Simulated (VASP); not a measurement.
# FeO (Fm-3m) in VASP: single point with PBE+U

Aim: the single point of FeO with PBE+U.

Program: VASP 6.6.1. These are calculated values, not measurements. Logs are shortened: lines on timing, memory, paths and dates and some standing lists are left out, and cuts for length are marked.

## (1) The cell of the first run

The structure is cubic, space group Fm-3m (No. 225). Conventional cell: a = 4.332 Å, b = 4.332 Å, c = 4.332 Å, α = 90.00°, β = 90.00°, γ = 90.00°. Fe (site symmetry m-3m) has 6 O at 2.17 Å within 2.9 Å. O (site symmetry m-3m) has 6 Fe at 2.17 Å within 2.9 Å.

## (2) Single point, PBE+U, collinear spin, ferromagnetic start

The input, INCAR:

```
SYSTEM = FeO
PREC = Accurate ; ENCUT = 520
EDIFF = 1E-7 ; ISMEAR = -1
SIGMA = 0.05 ; LREAL = .False.
LASPH = .True. ; NELM = 150
ALGO = Normal ; ISIF = 2
LWAVE = .False. ; LCHARG = .True.
ISPIN = 2 ; MAGMOM = 3.81 0
LORBIT = 11 ; NUPDOWN = 3.81
LMAXMIX = 4 ; LDAU = .True.
LDAUTYPE = 2 ; LDAUL = 2 -1
LDAUU = 5.3 0 ; LDAUJ = 0 0
LDAUPRINT = 1 ; GGA = PE
LELF = .True. ; LVHAR = .True.
NBANDS = 18
```

The input, KPOINTS:

```
regular mesh
0
Gamma
  9 9 9
  0 0 0
```

The input, POSCAR:

```
FeO
1.0
    0.0000000000      2.1660000000      2.1660000000
    2.1660000000      0.0000000000      2.1660000000
    2.1660000000      2.1660000000      0.0000000000
Fe O
1 1
Direct
    0.0000000000      0.0000000000      0.0000000000
    0.5000000000      0.5000000000      0.5000000000
```

Potentials or basis: VASP PAW PBE potentials, release 64 (Fe, O).

Command:

```
$ cat potpaw_PBE.64/Fe/POTCAR potpaw_PBE.64/O/POTCAR > POTCAR
$ mpirun -np 1 vasp_std > vasp.out
```

OUTCAR:

```text
SYSTEM = FeO
   PREC = Accurate
   ENCUT = 520
   EDIFF = 1E-7
   ISMEAR = -1
   LREAL = .False.
   LASPH = .True.
   NELM = 150
   ISIF = 2
   ISPIN = 2
   LORBIT = 11
   NUPDOWN = 3.81
   GGA = PE

 ion  position               nearest neighbor table
   1  0.000  0.000  0.000-   2 2.17   2 2.17   2 2.17   2 2.17   2 2.17   2 2.17
   2  0.500  0.500  0.500-   1 2.17   1 2.17   1 2.17   1 2.17   1 2.17   1 2.17

  LATTYP: Found a face centered cubic cell.
 ALAT       =     4.3320000000

  Lattice vectors:

 A1 = (   0.0000000000,   2.1660000000,   2.1660000000)
 A2 = (   2.1660000000,   0.0000000000,   2.1660000000)
 A3 = (   2.1660000000,   2.1660000000,   0.0000000000)

Analysis of symmetry for initial positions (statically):
=====================================================================
 Subroutine PRICEL returns:
 Original cell was already a primitive cell.

 Routine SETGRP: Setting up the symmetry group for a
 face centered cubic supercell.

 Subroutine GETGRP returns: Found 48 space group operations
[... 9 lines left out ...]

 Routine SETGRP: Setting up the symmetry group for a
 face centered cubic supercell.

 Subroutine GETGRP returns: Found 48 space group operations
 (whereof 48 operations were pure point group operations)
 out of a pool of 48 trial point group operations.

The dynamic configuration has the point symmetry O_h .

Analysis of structural, dynamic, and magnetic symmetry:
=====================================================================
 Subroutine PRICEL returns:
 Original cell was already a primitive cell.

 Routine SETGRP: Setting up the symmetry group for a
 face centered cubic supercell.

 Subroutine GETGRP returns: Found 48 space group operations
 (whereof 48 operations were pure point group operations)
 out of a pool of 48 trial point group operations.

The overall configuration has the point symmetry O_h .

 Subroutine INISYM returns: Found 48 space group operations
[... 5 lines left out ...]
                                     Primitive cell

  volume of cell :      20.3238

  direct lattice vectors                    reciprocal lattice vectors
     0.000000000  2.166000000  2.166000000    -0.230840259  0.230840259  0.230840259
     2.166000000  0.000000000  2.166000000     0.230840259 -0.230840259  0.230840259
     2.166000000  2.166000000  0.000000000     0.230840259  0.230840259 -0.230840259

  length of vectors
     3.063186576  3.063186576  3.063186576     0.399827056  0.399827056  0.399827056

  position of ions in fractional coordinates (direct lattice)
     0.000000000  0.000000000  0.000000000
     0.500000000  0.500000000  0.500000000

  ion indices of the primitive-cell ions
   primitive index   ion index
                 1           1
                 2           2

----------------------------------------------------------------------------------------

 KPOINTS: regular mesh

Automatic generation of k-mesh.
 Grid dimensions read from file:
 generate k-points for:    9    9    9

 Generating k-lattice:

  Cartesian coordinates                     Fractional coordinates (reciprocal lattice)
    -0.025648918  0.025648918  0.025648918     0.111111111  0.000000000  0.000000000
     0.025648918 -0.025648918  0.025648918     0.000000000  0.111111111  0.000000000
     0.025648918  0.025648918 -0.025648918     0.000000000  0.000000000  0.111111111

  Length of vectors
     0.044425228  0.044425228  0.044425228

  Shift w.r.t. Gamma in fractional coordinates (k-lattice)
     0.000000000  0.000000000  0.000000000
[... 40 lines left out ...]
   NGXF,Y,Z  is equivalent  to a cutoff of  26.05, 26.05, 26.05 a.u.
 SYSTEM =  FeO
   PREC   = accura    normal or accurate (medium, high low for compatibility)
   ISTART =      0    job   : 0-new  1-cont  2-samecut
   ICHARG =      2    charge: 1-file 2-atom 10-const
   ISPIN  =      2    spin polarized calculation?
   LNONCOLLINEAR =      F non collinear calculations
   LSORBIT =      F    spin-orbit coupling
   LASPH  =      T    aspherical Exc in radial PAW
   ENCUT  =  520.0 eV  38.22 Ry    6.18 a.u.   5.70  5.70  5.70*2*pi/ulx,y,z
   NELM   =    150;   NELMIN=  2; NELMDL= -5     # of ELM steps
   EDIFF  = 0.1E-06   stopping-criterion for ELM
   LREAL  =      F    real-space projection
   EDIFFG = 0.1E-05   stopping-criterion for IOM
   NSW    =      0    number of steps for IOM
   IBRION =     -1    ionic relax: 0-MD 1-quasi-New 2-CG
   NFREE  =      0    steps in history (QN), initial steepest desc. (CG)
   ISIF   =      2    stress and relaxation
   ISYM   =      2    0-nonsym 1-usesym 2-fastsym
   POTIM  = 0.5000    time-step for ionic-motion
   TEBEG  =    0.0;   TEEND  =   0.0 temperature during run
   PSTRESS=    0.0 pullay stress
   NELECT =      14.0000    total number of electrons
   NUPDOWN=       3.8100    fix difference up-down
   EMIN   =  10.00;   EMAX   =-10.00  energy-range for DOS
   EFERMI =   0.00;   METHOD = LEGACY
   ISMEAR =    -1;   SIGMA  =   0.05  broadening in eV -4-tet -1-fermi 0-gaus
   EFERMI_NEDOS =   21; number of points for ismear=-14 and -15
   IALGO  =     38    algorithm
   IMIX   =      4    mixing-type and parameters
     AMIX     =   0.40;   BMIX     =  1.00
     AMIX_MAG =   1.60;   BMIX_MAG =  1.00
  volume/ion in A,a.u.               =      10.16        68.58
  Fermi-wavevector in a.u.,A,eV,Ry     =   1.445825  2.732213 28.441753  2.090410
  Thomas-Fermi vector in A             =   2.563963
   LORBIT       =     11    0 simple, 1 ext, 2 COOP (PROOUT), +10 PAW based schemes
 LDA+U is selected, type is set to LDAUTYPE =  2
   angular momentum for each species LDAUL =     2   -1
   U (eV)           for each species LDAUU =   5.3  0.0
   J (eV)           for each species LDAUJ =   0.0  0.0
   GGA     = PE    functional components
   LHFCALC =     F    Hartree Fock is set to
   AEXX    =    0.0000 exact exchange contribution
   IVDW    =     0    specifies the selected vdW correction
   LEPSILON=     F    determine dielectric tensor
   LRPA    =     F    only Hartree local field effects (RPA)
 spin polarized calculation
  energy-cutoff  :      520.00
  volume of cell :       20.32
 maximum number of plane-waves:       556
   NGX = 11   NGY = 11   NGZ = 11

atom =   1  type =  1  l = 2

 onsite density matrix

spin component  1

  0.9720 -0.0000  0.0000  0.0000 -0.0000
 -0.0000  0.9720 -0.0000 -0.0000  0.0000
  0.0000 -0.0000  1.0039  0.0000 -0.0000
  0.0000 -0.0000  0.0000  0.9720  0.0000
 -0.0000  0.0000 -0.0000  0.0000  1.0039

spin component  2

  0.3383  0.0000 -0.0000 -0.0000  0.0000
  0.0000  0.3383  0.0000 -0.0000 -0.0000
 -0.0000  0.0000  0.0926  0.0000  0.0000
 -0.0000 -0.0000  0.0000  0.3383 -0.0000
  0.0000 -0.0000  0.0000 -0.0000  0.0926

 occupancies and eigenvectors

  o =  0.0926  v =  0.0000  0.0000  0.0000  0.0000  0.0000  0.0000 -0.0000  0.0125 -0.0000 -0.9999      0.0000  0.0000  0.0000  0.0000  0.0000  0.0000  0.0000  0.0000  0.0000  0.0000
  o =  0.0926  v =  0.0000  0.0000  0.0000  0.0000  0.0000 -0.0000 -0.0000 -0.9999  0.0000 -0.0125      0.0000  0.0000  0.0000  0.0000  0.0000  0.0000  0.0000  0.0000  0.0000  0.0000
  o =  0.3383  v =  0.0000  0.0000  0.0000  0.0000  0.0000 -0.0045  0.9898 -0.0000  0.1424  0.0000      0.0000  0.0000  0.0000  0.0000  0.0000  0.0000  0.0000  0.0000  0.0000  0.0000
  o =  0.3383  v =  0.0000  0.0000  0.0000  0.0000  0.0000 -0.0503  0.1420 -0.0000 -0.9886  0.0000      0.0000  0.0000  0.0000  0.0000  0.0000  0.0000  0.0000  0.0000  0.0000  0.0000
  o =  0.3383  v =  0.0000  0.0000  0.0000  0.0000  0.0000  0.9987  0.0116 -0.0000 -0.0491  0.0000      0.0000  0.0000  0.0000  0.0000  0.0000  0.0000  0.0000  0.0000  0.0000  0.0000
  o =  0.9720  v =  0.0000  0.3876  0.0000 -0.9218  0.0000  0.0000  0.0000  0.0000  0.0000  0.0000      0.0000  0.0000  0.0000  0.0000  0.0000  0.0000  0.0000  0.0000  0.0000  0.0000
  o =  0.9720  v =  0.0000 -0.9218  0.0000 -0.3876 -0.0000  0.0000  0.0000  0.0000  0.0000  0.0000      0.0000  0.0000  0.0000  0.0000  0.0000  0.0000  0.0000  0.0000  0.0000  0.0000
  o =  0.9720  v =  1.0000  0.0000  0.0000  0.0000  0.0000  0.0000  0.0000  0.0000  0.0000  0.0000      0.0000  0.0000  0.0000  0.0000  0.0000  0.0000  0.0000  0.0000  0.0000  0.0000
  o =  1.0039  v =  0.0000 -0.0000 -1.0000 -0.0000 -0.0082  0.0000  0.0000  0.0000  0.0000  0.0000      0.0000  0.0000  0.0000  0.0000  0.0000  0.0000  0.0000  0.0000  0.0000  0.0000
  o =  1.0039  v =  0.0000  0.0000  0.0082 -0.0000 -1.0000  0.0000  0.0000  0.0000  0.0000  0.0000      0.0000  0.0000  0.0000  0.0000  0.0000  0.0000  0.0000  0.0000  0.0000  0.0000

 number of electron      14.0000000 magnetization       3.8100002

 Free energy of the ion-electron system (eV)
  ---------------------------------------------------
  ext. energy  EPLUGINS =         0.00000000
  ---------------------------------------------------
  free energy    TOTEN  =       -12.16832053 eV

  energy without entropy =      -12.15509281  energy(sigma->0) =      -12.16170667

 E-fermi :   6.6990     XC(G=0): -12.0691

 val. band max:        6.6982454028   @ k =  -0.2222   0.2222   0.0000
 cond. band min:       4.3700997424   @ k =  -0.4444   0.1111   0.0000
 fundamental gap:     -2.3281456604
 Fermi energy:         4.3195031381

 spin component 1

 k-point     1 :       0.0000    0.0000    0.0000
  band No.  band energies     occupation
      1     -14.3475      1.00000
      2      -0.4319      1.00000
      3      -0.4319      1.00000
      4      -0.3200      1.00000
      5      -0.3200      1.00000
      6      -0.3200      1.00000
[... 1001 lines left out ...]
     17      35.8945      0.00000
     18      35.8945      0.00000

 [... further k-points ...]
[... 5 lines left out ...]
  --------------------------------------------------------------------------------------
  -------------------------------------------------------------------------------------
  Total       -0.5351928     -0.5351928     -0.5351928     -0.0000000     -0.0000000     -0.0000000
  in kB      -42.1905832    -42.1905832    -42.1905832     -0.0000000     -0.0000000     -0.0000000
  external PRESSURE =     -42.1905832 kB  Pullay stress =       0.0000000 kB

 VOLUME and BASIS-vectors are now :
 -----------------------------------------------------------------------------
  energy-cutoff  :      520.00
  volume of cell :       20.32
      direct lattice vectors                 reciprocal lattice vectors
     0.000000000  2.166000000  2.166000000    -0.230840259  0.230840259  0.230840259
     2.166000000  0.000000000  2.166000000     0.230840259 -0.230840259  0.230840259
     2.166000000  2.166000000  0.000000000     0.230840259  0.230840259 -0.230840259

 POSITION                                       TOTAL-FORCE (eV/Angst)
 -----------------------------------------------------------------------------------
      0.00000      0.00000      0.00000        -0.000000     -0.000000     -0.000000
      2.16600      2.16600      2.16600         0.000000      0.000000      0.000000
 -----------------------------------------------------------------------------------
    total drift:                                0.000000     -0.000000      0.000000

  FREE ENERGIE OF THE ION-ELECTRON SYSTEM (eV)
  ---------------------------------------------------
  free  energy   TOTEN  =       -12.1683205327 eV

  energy  without entropy=      -12.1550928103  energy(sigma->0) =      -12.16170667

 total charge

# of ion       s       p       d       tot
------------------------------------------
    1        0.287   0.354   6.101   6.741
    2        1.554   3.442   0.000   4.996
--------------------------------------------------
tot          1.841   3.796   6.101  11.738

 magnetization (x)

# of ion       s       p       d       tot
------------------------------------------
    1        0.026   0.020   3.718   3.764
    2        0.017   0.085   0.000   0.102
--------------------------------------------------
tot          0.043   0.105   3.718   3.866
```

Wall time 47 s (1 thread of Intel Xeon 8259CL, shared host); peak memory 0.16 GiB.

What came out:

- Free energy: -12.1683 eV
- Pressure: -4.2 GPa
- Net moment: 3.81 μB per cell
- Site moments: Fe +3.76; O +0.10 μB
- Valence electrons inside the program's atomic spheres: Fe 6.74; O 5.00

Eigenvalues of the final occupation matrices:
```tsv
site	spin	trace	eigenvalues
site 1 d	1	4.92	0.97 0.97 0.97 1.00 1.00
site 1 d	2	1.20	0.09 0.09 0.34 0.34 0.34
```

Caveat: the total moment is fixed, so each spin has its own Fermi level; a cell with one magnetic atom can't hold antiferromagnetic order, which such compounds often take. The state reached can hang on the start; a lower one may exist.
